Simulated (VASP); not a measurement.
# Co (P6_3/mmc) in VASP: notebook

Co is run at these levels: PBEsol; tasks: single point.

Everything below comes from runs of VASP 6.6.1. Logs are shortened: lines on timing, memory, paths and dates and some standing lists are left out, and cuts for length are marked.

## 1. The cell of the first run

The structure is hexagonal, space group P6_3/mmc (No. 194). Conventional cell: a = 2.381 Å, b = 2.381 Å, c = 3.845 Å, α = 90.00°, β = 90.00°, γ = 120.00°. Within 3.1 Å of Co (site symmetry -6m2) lie 12 Co at 2.36 to 2.38 Å.

## 2. Single point, PBEsol, collinear spin, ferromagnetic start (volume scaled by 0.91, then relaxed in part)

INCAR

```
SYSTEM = Co
PREC = Accurate
ENCUT = 520
EDIFF = 1E-7
ISMEAR = 0
SIGMA = 0.1
LREAL = .False.
LASPH = .True.
NELM = 150
ALGO = Normal
ISIF = 2
LWAVE = .False.
LCHARG = .True.
ISPIN = 2
MAGMOM = 1.8 1.8
LORBIT = 11
LMAXMIX = 4
GGA = PS
LELF = .True.
LVHAR = .True.
NBANDS = 20
```

KPOINTS

```
Automatic mesh
0
Gamma
  18 18 10
  0 0 0
```

POSCAR

```
Co
1.0
    2.3809151745      0.0000000000      0.0000000000
   -1.1904575873      2.0619330254      0.0000000000
    0.0000000000      0.0000000000      3.8448802346
Co
2
Direct
    0.3333333333      0.6666666667      0.2500000000
    0.6666666667      0.3333333333      0.7500000000
```

Potentials or basis: VASP PAW PBE potentials, release 64 (Co).

The run is started by

```bash
> cat potpaw_PBE.64/Co/POTCAR > POTCAR
> mpirun -np 1 vasp_std > vasp.out
```

OUTCAR:

```text
SYSTEM = Co
   PREC = Accurate
   ENCUT = 520
   EDIFF = 1E-7
   ISMEAR = 0
   LREAL = .False.
   LASPH = .True.
   NELM = 150
   ISIF = 2
   ISPIN = 2
   LORBIT = 11
   GGA = PS

 ion  position               nearest neighbor table
   1  0.333  0.667  0.250-   2 2.36   2 2.36   2 2.36   2 2.36   2 2.36   2 2.36
   2  0.667  0.333  0.750-   1 2.36   1 2.36   1 2.36   1 2.36   1 2.36   1 2.36

  LATTYP: Found a hexagonal cell.
 ALAT       =     2.3809151745
 C/A-ratio  =     1.6148749337

  Lattice vectors:

 A1 = (   2.3809151745,   0.0000000000,   0.0000000000)
 A2 = (  -1.1904575873,   2.0619330254,   0.0000000000)
 A3 = (   0.0000000000,   0.0000000000,   3.8448802346)

Analysis of symmetry for initial positions (statically):
=====================================================================
 Subroutine PRICEL returns:
 Original cell was already a primitive cell.

 Routine SETGRP: Setting up the symmetry group for a
 hexagonal supercell.

 Subroutine GETGRP returns: Found 24 space group operations
 (whereof 12 operations were pure point group operations)
 out of a pool of 24 trial point group operations.

The static configuration has the point symmetry D_3d.
 The point group associated with its full space group is D_6h.

Analysis of symmetry for dynamics (positions and initial velocities):
=====================================================================
 Subroutine PRICEL returns:
 Original cell was already a primitive cell.

 Routine SETGRP: Setting up the symmetry group for a
 hexagonal supercell.

 Subroutine GETGRP returns: Found 24 space group operations
 (whereof 12 operations were pure point group operations)
 out of a pool of 24 trial point group operations.

The dynamic configuration has the point symmetry D_3d.
 The point group associated with its full space group is D_6h.

Analysis of structural, dynamic, and magnetic symmetry:
=====================================================================
 Subroutine PRICEL returns:
 Original cell was already a primitive cell.

 Routine SETGRP: Setting up the symmetry group for a
 hexagonal supercell.

 Subroutine GETGRP returns: Found 24 space group operations
 (whereof 12 operations were pure point group operations)
 out of a pool of 24 trial point group operations.

The overall configuration has the point symmetry D_3d.
 The point group associated with its full space group is D_6h.

 Subroutine INISYM returns: Found 24 space group operations
 (whereof 12 operations are pure point group operations),
 and found     1 'primitive' translations

----------------------------------------------------------------------------------------

                                     Primitive cell

  volume of cell :      18.8756

  direct lattice vectors                    reciprocal lattice vectors
     2.380915175  0.000000000  0.000000000     0.420006563  0.242490902  0.000000000
    -1.190457587  2.061933025  0.000000000     0.000000000  0.484981805  0.000000000
     0.000000000  0.000000000  3.844880235     0.000000000  0.000000000  0.260086125

  length of vectors
     2.380915175  2.380915175  3.844880235     0.484981805  0.484981805  0.260086125

  position of ions in fractional coordinates (direct lattice)
     0.333333333  0.666666667  0.250000000
     0.666666667  0.333333333  0.750000000

  ion indices of the primitive-cell ions
   primitive index   ion index
                 1           1
                 2           2

----------------------------------------------------------------------------------------

 KPOINTS: Automatic mesh

Automatic generation of k-mesh.
 Grid dimensions read from file:
 generate k-points for:   18   18   10

 Generating k-lattice:

  Cartesian coordinates                     Fractional coordinates (reciprocal lattice)
     0.023333698  0.013471717  0.000000000     0.055555556  0.000000000  0.000000000
     0.000000000  0.026943434  0.000000000     0.000000000  0.055555556  0.000000000
     0.000000000  0.000000000  0.026008612     0.000000000  0.000000000  0.100000000

  Length of vectors
     0.026943434  0.026943434  0.026008612

  Shift w.r.t. Gamma in fractional coordinates (k-lattice)
     0.000000000  0.000000000  0.000000000

 Subroutine IBZKPT returns following result:
 ===========================================

 Found    222 irreducible k-points:

 Following reciprocal coordinates:
            Coordinates               Weight
  0.000000  0.000000  0.000000      1.000000
  0.055556 -0.000000  0.000000      6.000000
  0.111111 -0.000000  0.000000      6.000000
  0.166667  0.000000  0.000000      6.000000
  0.222222  0.000000  0.000000      6.000000
  0.277778 -0.000000  0.000000      6.000000
[... 16 lines left out ...]
  0.333333  0.111111  0.000000     12.000000
  0.388889  0.111111  0.000000     12.000000
 [... further k-points ...]
   k-points           NKPTS =    222   k-points in BZ     NKDIM =    222   number of bands    NBANDS=     20
   number of dos      NEDOS =    301   number of ions     NIONS =      2
   total plane-waves  NPLWV =   9720
   dimension x,y,z NGX =    18 NGY =   18 NGZ =   30
   dimension x,y,z NGXF=    36 NGYF=   36 NGZF=   60
   ions per type =               2
   NGX,Y,Z   is equivalent  to a cutoff of  12.57, 12.57, 12.97 a.u.
   NGXF,Y,Z  is equivalent  to a cutoff of  25.14, 25.14, 25.94 a.u.
 SYSTEM =  Co
   PREC   = accura    normal or accurate (medium, high low for compatibility)
   ISTART =      0    job   : 0-new  1-cont  2-samecut
   ICHARG =      2    charge: 1-file 2-atom 10-const
   ISPIN  =      2    spin polarized calculation?
   LNONCOLLINEAR =      F non collinear calculations
   LSORBIT =      F    spin-orbit coupling
   LASPH  =      T    aspherical Exc in radial PAW
   ENCUT  =  520.0 eV  38.22 Ry    6.18 a.u.   4.43  4.43  7.15*2*pi/ulx,y,z
   NELM   =    150;   NELMIN=  2; NELMDL= -5     # of ELM steps
   EDIFF  = 0.1E-06   stopping-criterion for ELM
   LREAL  =      F    real-space projection
   EDIFFG = 0.1E-05   stopping-criterion for IOM
   NSW    =      0    number of steps for IOM
   IBRION =     -1    ionic relax: 0-MD 1-quasi-New 2-CG
   NFREE  =      0    steps in history (QN), initial steepest desc. (CG)
   ISIF   =      2    stress and relaxation
   ISYM   =      2    0-nonsym 1-usesym 2-fastsym
   POTIM  = 0.5000    time-step for ionic-motion
   TEBEG  =    0.0;   TEEND  =   0.0 temperature during run
   PSTRESS=    0.0 pullay stress
   NELECT =      18.0000    total number of electrons
   NUPDOWN=      -1.0000    fix difference up-down
   EMIN   =  10.00;   EMAX   =-10.00  energy-range for DOS
   EFERMI =   0.00;   METHOD = LEGACY
   ISMEAR =     0;   SIGMA  =   0.10  broadening in eV -4-tet -1-fermi 0-gaus
   EFERMI_NEDOS =   21; number of points for ismear=-14 and -15
   IALGO  =     38    algorithm
   IMIX   =      4    mixing-type and parameters
     AMIX     =   0.40;   BMIX     =  1.00
     AMIX_MAG =   1.60;   BMIX_MAG =  1.00
  volume/ion in A,a.u.               =       9.44        63.69
  Fermi-wavevector in a.u.,A,eV,Ry     =   1.611382  3.045071 35.328244  2.596553
  Thomas-Fermi vector in A             =   2.706781
   LORBIT       =     11    0 simple, 1 ext, 2 COOP (PROOUT), +10 PAW based schemes
   GGA     = PS    functional components
   LHFCALC =     F    Hartree Fock is set to
   AEXX    =    0.0000 exact exchange contribution
   IVDW    =     0    specifies the selected vdW correction
   LEPSILON=     F    determine dielectric tensor
   LRPA    =     F    only Hartree local field effects (RPA)
 spin polarized calculation
 Gauss-broadening in eV      SIGMA  =   0.10
  energy-cutoff  :      520.00
  volume of cell :       18.88
 maximum number of plane-waves:       537
 NGX is ok and might be reduce to    18
   NGX =  9   NGY =  9   NGZ = 15

 number of electron      18.0000020 magnetization       3.0087987

 Free energy of the ion-electron system (eV)
  ---------------------------------------------------
  ext. energy  EPLUGINS =         0.00000000
  ---------------------------------------------------
  free energy    TOTEN  =       -15.33624802 eV

  energy without entropy =      -15.32734369  energy(sigma->0) =      -15.33179585

 E-fermi :  12.1643     XC(G=0): -14.4246

 val. band max:       12.1624511470   @ k =   0.2778   0.1667   0.4000
 cond. band min:      12.1650866782   @ k =   0.3889   0.1667   0.5000
 fundamental gap:      0.0026355311
 Fermi energy:        12.1642800542

 spin component 1

 k-point     1 :       0.0000    0.0000    0.0000
  band No.  band energies     occupation
      1       2.3695      1.00000
      2       6.3319      1.00000
      3       9.3899      1.00000
      4       9.4060      1.00000
      5       9.4060      1.00000
      6       9.8062      1.00000
[... 12 lines left out ...]
     19      40.5234      0.00000
     20      40.5234      0.00000

 k-point     2 :       0.0556   -0.0000    0.0000
  band No.  band energies     occupation
      1       2.4905      1.00000
      2       6.4088      1.00000
      3       9.2151      1.00000
      4       9.4689      1.00000
      5       9.5609      1.00000
      6       9.7742      1.00000
[... 12 lines left out ...]
     19      42.0820      0.00000
     20      42.5672      0.00000
[... 465 lines left out ...]
      3       7.3167      1.00000
      4       8.6371      1.00000
      5       9.1539      1.00000
      6       9.6201      1.00000
[... 12 lines left out ...]
     19      37.5211      0.00000
     20      39.9076      0.00000

 k-point    24 :       0.3889    0.1111    0.0000
  band No.  band energies     occupation
      1       6.8868      1.00000
      2       7.0631      1.00000
      3       7.1629      1.00000
      4       8.9334      1.00000
      5       9.1332      1.00000
      6       9.4944      1.00000
[... 12 lines left out ...]
     19      37.1090      0.00000
     20      39.7081      0.00000

 [... further k-points ...]

 spin component 2

 k-point     1 :       0.0000    0.0000    0.0000
  band No.  band energies     occupation
      1       2.4586      1.00000
      2       7.2359      1.00000
      3      10.9077      1.00000
      4      10.9154      1.00000
      5      10.9154      1.00000
      6      11.3702      1.00000
[... 12 lines left out ...]
     19      40.8913      0.00000
     20      40.8913      0.00000

 k-point     2 :       0.0556   -0.0000    0.0000
  band No.  band energies     occupation
      1       2.5801      1.00000
      2       7.3205      1.00000
      3      10.7011      1.00000
      4      10.9833      1.00000
      5      11.0940      1.00000
      6      11.3304      1.00000
[... 12 lines left out ...]
     19      42.4505      0.00000
     20      42.6390      0.00000
[... 465 lines left out ...]
      3       8.4274      1.00000
      4       9.5665      1.00000
      5      10.6110      1.00000
      6      11.0381      1.00000
[... 12 lines left out ...]
     19      37.8877      0.00000
     20      40.3471      0.00000

 k-point    24 :       0.3889    0.1111    0.0000
  band No.  band energies     occupation
      1       7.6896      1.00000
      2       8.1461      1.00000
      3       8.2854      1.00000
      4       9.7146      1.00000
      5      10.5982      1.00000
      6      10.8800      1.00000
[... 12 lines left out ...]
     19      37.4683      0.00000
     20      40.1549      0.00000

 [... further k-points ...]

------------------------ aborting loop because EDIFF is reached ----------------------------------------

  FORCE on cell =-STRESS in cart. coord.  units (eV):
  Direction    XX          YY          ZZ          XY          YZ          ZX
  --------------------------------------------------------------------------------------
  -------------------------------------------------------------------------------------
  Total        3.2668478      3.2668478      3.2405490     -0.0000000     -0.0000000      0.0000000
  in kB      277.2925433    277.2925433    275.0602771     -0.0000000     -0.0000000      0.0000000
  external PRESSURE =     276.5484546 kB  Pullay stress =       0.0000000 kB

 VOLUME and BASIS-vectors are now :
 -----------------------------------------------------------------------------
  energy-cutoff  :      520.00
  volume of cell :       18.88
      direct lattice vectors                 reciprocal lattice vectors
     2.380915175  0.000000000  0.000000000     0.420006563  0.242490902  0.000000000
    -1.190457587  2.061933025  0.000000000     0.000000000  0.484981805  0.000000000
     0.000000000  0.000000000  3.844880235     0.000000000  0.000000000  0.260086125

 POSITION                                       TOTAL-FORCE (eV/Angst)
 -----------------------------------------------------------------------------------
     -0.00000      1.37462      0.96122         0.000000     -0.000000      0.000000
      1.19046      0.68731      2.88366        -0.000000      0.000000      0.000000
 -----------------------------------------------------------------------------------
    total drift:                                0.000000     -0.000000     -0.000000

  FREE ENERGIE OF THE ION-ELECTRON SYSTEM (eV)
  ---------------------------------------------------
  free  energy   TOTEN  =       -15.3362480159 eV

  energy  without entropy=      -15.3273436927  energy(sigma->0) =      -15.33179585

 total charge

# of ion       s       p       d       tot
------------------------------------------
    1        0.553   0.660   7.371   8.584
    2        0.553   0.660   7.371   8.584
--------------------------------------------------
tot          1.106   1.320  14.742  17.168

 magnetization (x)

# of ion       s       p       d       tot
------------------------------------------
    1       -0.016  -0.052   1.562   1.494
    2       -0.016  -0.052   1.562   1.494
--------------------------------------------------
tot         -0.032  -0.104   3.124   2.989
```

Run time: 91 s. Hardware: 1 thread of Intel Xeon 6975P-C (Granite Rapids), shared host; peak memory 0.23 GiB.

Results:

```yaml
Free_energy: -15.3362 eV
Pressure: 27.7 GPa
Net_moment: 3.01 μB per cell
Site_moments: Co +1.49 μB
Valence_electrons_inside_the_program's_atomic_spheres: Co 8.58
```

Caveat: the PAW data sets were made with another functional, which shifts forces and pressure a little.

## 3. Single point, PBEsol, collinear spin, ferromagnetic start (volume scaled by 0.94, then relaxed in part)

INCAR

```
  PREC = Accurate
  ENCUT = 520
  EDIFF = 1E-6
  ISMEAR = 0
  SIGMA = 0.1
  LREAL = False
  LASPH = True
  NELM = 150
  ALGO = Normal
  ISIF = 2
  LWAVE = False
  LCHARG = False
  ISPIN = 2
  MAGMOM = 1.8 1.8
  LORBIT = 11
  LMAXMIX = 4
  GGA = PS
  NBANDS = 20
```

KPOINTS

```
regular mesh
0
Gamma
  18 18 10
```

POSCAR

```
Co
1.0
    2.4066519183      0.0000000000      0.0000000000
   -1.2033259592      2.0842216993      0.0000000000
    0.0000000000      0.0000000000      3.8871433845
Co
2
Direct
    0.3333333333      0.6666666667      0.2500000000
    0.6666666667      0.3333333333      0.7500000000
```

Potentials or basis: VASP PAW PBE potentials, release 64 (Co).

The run is started by

```bash
> cat potpaw_PBE.64/Co/POTCAR > POTCAR
> mpirun -np 1 vasp_std > vasp.out
```

Wall time 68 s (1 thread of Intel Xeon 6975P-C (Granite Rapids), shared host); peak memory 0.23 GiB.

It converged, with:

| Quantity | Value |
| --- | --- |
| Free energy | -15.4215 eV |
| Pressure | 16.5 GPa |
| Net moment | 3.06 μB per cell |
| Site moments | Co +1.53 μB |
| Valence electrons inside the program's atomic spheres | Co 8.50 |

Stress tensor (GPa, compression positive):
```
16.56  0.00  0.00
 0.00 16.56  0.00
 0.00  0.00 16.34
```

Levels at points of the mesh, in eV from the Fermi level:
Spin up:
```tsv
k point	band 8	band 9	band 10	band 11	band 12	band 13
(0.00, 0.00, 0.00)	-1.92	-1.92	-0.60	-0.60	-0.15	7.39
(0.50, 0.00, 0.00)	-0.45	-0.33	-0.27	1.65	3.90	10.57
(0.00, 0.00, 0.50)	-2.79	-0.97	-0.97	-0.97	-0.97	16.30
(0.50, 0.00, 0.50)	-0.94	-0.34	-0.34	1.78	1.78	8.29
```
Spin down:
| k point | band 4 | band 5 | band 6 | band 7 | band 8 | band 9 | band 10 | band 11 |
| --- | --- | --- | --- | --- | --- | --- | --- | --- |
| (0.00, 0.00, 0.00) | -1.17 | -1.17 | -0.74 | -0.74 | -0.26 | -0.26 | -0.11 | 1.17 |
| (0.50, 0.00, 0.00) | -2.04 | -1.36 | -1.23 | -0.74 | 1.33 | 1.48 | 1.52 | 2.89 |
| (0.00, 0.00, 0.50) | -1.81 | -1.25 | -1.25 | -1.25 | -1.25 | 0.78 | 0.78 | 0.78 |
| (0.50, 0.00, 0.50) | -2.79 | -0.13 | -0.13 | 0.28 | 0.28 | 1.45 | 1.45 | 2.49 |

Caveat: the PAW data sets were made with another functional, which shifts forces and pressure a little.
